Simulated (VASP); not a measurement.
Write the native input for VASP 6.6.1 that does the following.

```
Task                   : single point
Functional             : PBE
Potentials or basis    : VASP PAW PBE potentials, release 64 (La, Os, Si, Ru_pv)
Cutoff                 : 520 eV
k mesh                 : 4 × 4 × 3
Occupations            : gaussian, width 0.024 eV
Spin                   : no spin polarisation
Dipole correction      : no
Further INCAR settings : ALGO = Normal; EDIFF = 1e-06; NBANDS = 36
```

The structure of LaSi2OsRu2 lies in POSCAR:

```
LaSi2OsRu2
1.0
    4.7104731093      0.0000000000      0.0000000000
    0.0000000000      4.7104731093      0.0000000000
    0.0000000000      0.0000000000      5.5102849302
La Os Si Ru
1 1 2 2
Direct
    0.0000000000      0.0000000000      0.5000000000
    0.0000000000      0.0000000000      0.0000000000
    0.5000000000      0.5000000000      0.2398069342
    0.5000000000      0.5000000000      0.7601930658
    0.0000000000      0.5000000000      0.0000000000
    0.5000000000      0.0000000000      0.0000000000
```

One way to write it, as run:

INCAR

```
SYSTEM = LaSi2OsRu2
PREC = Accurate
ENCUT = 520
EDIFF = 1E-6
ISMEAR = 0
SIGMA = 0.024
LREAL = .False.
LASPH = .True.
NELM = 60
ALGO = Normal
ISIF = 2
LWAVE = .False.
LCHARG = .False.
GGA = PE
NBANDS = 36
```

KPOINTS

```
Automatic mesh
0
Gamma
  4 4 3
  0 0 0
```

Potentials or basis: VASP PAW PBE potentials, release 64 (La, Os, Si, Ru_pv).

The run is started by

```console
$ cat potpaw_PBE.64/La/POTCAR potpaw_PBE.64/Os/POTCAR potpaw_PBE.64/Si/POTCAR potpaw_PBE.64/Ru_pv/POTCAR > POTCAR
$ mpirun -np 1 vasp_std > vasp.out
```

It gave:

```json
{"Pressure": "0.3 GPa", "Largest force": "0.003 eV/Å", "Band gap on the k mesh": "zero (an odd number of electrons rules out a gap without spin polarisation)"}
```

Caveat: the k points lie up to 0.38 Å⁻¹ apart, too coarse for converged energies and pressures of a metal; spin-orbit coupling is left out, which moves the levels of the heavy elements.

Wall time 100 s on 1 thread of Intel Xeon 8259CL, on a shared host, peak memory 0.27 GiB.
